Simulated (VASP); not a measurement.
Set up this calculation in VASP 6.6.1, as the native input.

| Quantity | Value |
| --- | --- |
| Task | single point |
| Functional | r2SCAN0 |
| Potentials or basis | VASP PAW PBE potentials, release 64 (Hf_pv, Ge_d) |
| Cutoff | 520 eV |
| k mesh | 4 × 4 × 4 |
| Occupations | fermi-dirac, width 0.05 eV |
| Spin | no spin polarisation |
| Dipole correction | no |
| Grid for exact exchange (PRECFOCK) | Normal |
| Further INCAR settings | ALGO = Normal; EDIFF = 1e-06; NBANDS = 19 |
| Share of exact exchange | 0.25 |

The system is HfGe.

```
Hf Ge
1.0
     3.93351    0.00000    0.00000
    -1.96675    3.40652    0.00000
     0.00000    0.00000    3.50962
Hf Ge
1 1
Direct
  0.00000 0.00000 0.50000
  0.33333 0.66667 0.50000
```

One way to write it, as run:

POSCAR

```
HfGe
1.0
    3.9335093900      0.0000000000      0.0000000000
   -1.9667546900      3.4065190500      0.0000000000
    0.0000000000      0.0000000000      3.5096193900
Hf Ge
1 1
Direct
    0.0000000000      0.0000000000      0.5000000000
    0.3333333300      0.6666666700      0.5000000000
```

INCAR.step1

```
PREC     = Accurate       # precision mode
ENCUT    = 520            # plane-wave cutoff, eV
EDIFF    = 1E-5           # SCF threshold, eV
ISMEAR   = -1             # smearing method
SIGMA    = 0.05           # smearing width, eV
LREAL    = False          # projectors in reciprocal space
LASPH    = True           # aspherical terms in the spheres
NELM     = 100            # most SCF steps
ALGO     = Normal         # electronic algorithm
ISIF     = 2              # what is computed and relaxed
LWAVE    = True           # write WAVECAR
LCHARG   = False          # write CHGCAR
NBANDS   = 19             # bands
GGA      = PE             # functional
```

INCAR.step2

```
PREC     = Accurate       # precision mode
ENCUT    = 520            # plane-wave cutoff, eV
EDIFF    = 1E-6           # SCF threshold, eV
ISMEAR   = -1             # smearing method
SIGMA    = 0.05           # smearing width, eV
LREAL    = False          # projectors in reciprocal space
LASPH    = True           # aspherical terms in the spheres
NELM     = 100            # most SCF steps
ALGO     = Normal         # electronic algorithm
ISIF     = 2              # what is computed and relaxed
LWAVE    = False          # write WAVECAR
LCHARG   = False          # write CHGCAR
METAGGA  = R2SCAN         # meta-GGA
LHFCALC  = True           # exact exchange
AEXX     = 0.25           # exact-exchange fraction
LMIXTAU  = True         
PRECFOCK = Normal       
NBANDS   = 19             # bands
ISTART   = 1
```

KPOINTS

```
regular mesh
0
Gamma
  4 4 4
```

Potentials or basis: VASP PAW PBE potentials, release 64 (Hf_pv, Ge_d).

Run with:

```sh
$ cat potpaw_PBE.64/Hf_pv/POTCAR potpaw_PBE.64/Ge_d/POTCAR > POTCAR
$ cp INCAR.step1 INCAR
$ mpirun -np 1 vasp_std > vasp.out
$ cp INCAR.step2 INCAR
$ mpirun -np 1 vasp_std > vasp.out
```

It gave:

| Quantity | Value |
| --- | --- |
| Pressure | 37.7 GPa |
| Band gap on the k mesh | zero (bands 12 and 13 overlap by 0.50 eV) |

Caveat: the k points lie up to 0.46 Å⁻¹ apart, too coarse for converged energies and pressures of a metal; the PAW data sets were made with another functional, which shifts forces and pressure a little; spin-orbit coupling is left out, which moves the levels of the heavy elements.

Run time: 7.7 min on 1 thread of Intel(R) Xeon(R) 6975P-C (Granite Rapids), on a shared host, peak memory 0.18 GiB.
